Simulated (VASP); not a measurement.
Runs of VASP 6.6.1 on Tl. The structure is that of space group P6_3/mmc (No. 194), or close to it. The cells are those of the table. 

```csv
task,cell,cutoff (eV),gap on the mesh (eV),pressure (GPa)
single point,"a = 3.302, b = 3.302, c = 5.298 Å, angles 90.0, 90.0, 120.0°, 2 atoms",520,none,6.9
single point,"a = 3.437, b = 3.437, c = 5.452 Å, angles 90.0, 90.0, 120.0°, 2 atoms",520,none,(a)
single point,"a = 3.406, b = 3.406, c = 5.425 Å, angles 90.0, 90.0, 120.0°, 2 atoms",520,none,1.9
single point,"a = 3.359, b = 3.359, c = 5.368 Å, angles 90.0, 90.0, 120.0°, 2 atoms",520,none,3.9
relaxation of cell and atoms,"relaxed to 4 GPa from a = 3.468, b = 3.468, c = 5.493 Å, angles 90.0, 90.0, 120.0°, 2 atoms",600,none,4.0
relaxation of cell and atoms,"relaxed to 7 GPa from a = 3.468, b = 3.468, c = 5.493 Å, angles 90.0, 90.0, 120.0°, 2 atoms",600,none,7.0
relaxation of cell and atoms,"relaxed from a = 3.456, b = 3.456, c = 5.525 Å, angles 90.0, 90.0, 120.0°, 2 atoms",600,none,0.0
single point,"a = 3.198, b = 3.198, c = 5.163 Å, angles 90.0, 90.0, 120.0°, 2 atoms",520,none,14.9
single point,"a = 3.468, b = 3.468, c = 5.493 Å, angles 90.0, 90.0, 120.0°, 2 atoms",520,none,(b)
single point,"a = 3.257, b = 3.257, c = 5.241 Å, angles 90.0, 90.0, 120.0°, 2 atoms",520,none,9.9
```

Alike in all rows: level PBEsol; potentials or basis VASP PAW PBE potentials, release 64 (Tl_d); no spin polarisation; k mesh 16 × 16 × 10; smearing fermi-dirac 0.1 eV.

Question: Estimate the missing entries.

Answer: (a) 0.9; (b) -0.1.

Caveats: the PAW data sets were made with another functional, which shifts forces and pressure a little; spin-orbit coupling is left out, which moves the levels of the heavy elements; the cell is relaxed towards a set pressure, so the enthalpy falls and the energy may rise (some runs).

A k mesh can miss the band edges, and the runs leave out spin-orbit coupling on Tl.

A gap of «none» marks levels without a gap at the run's occupations.
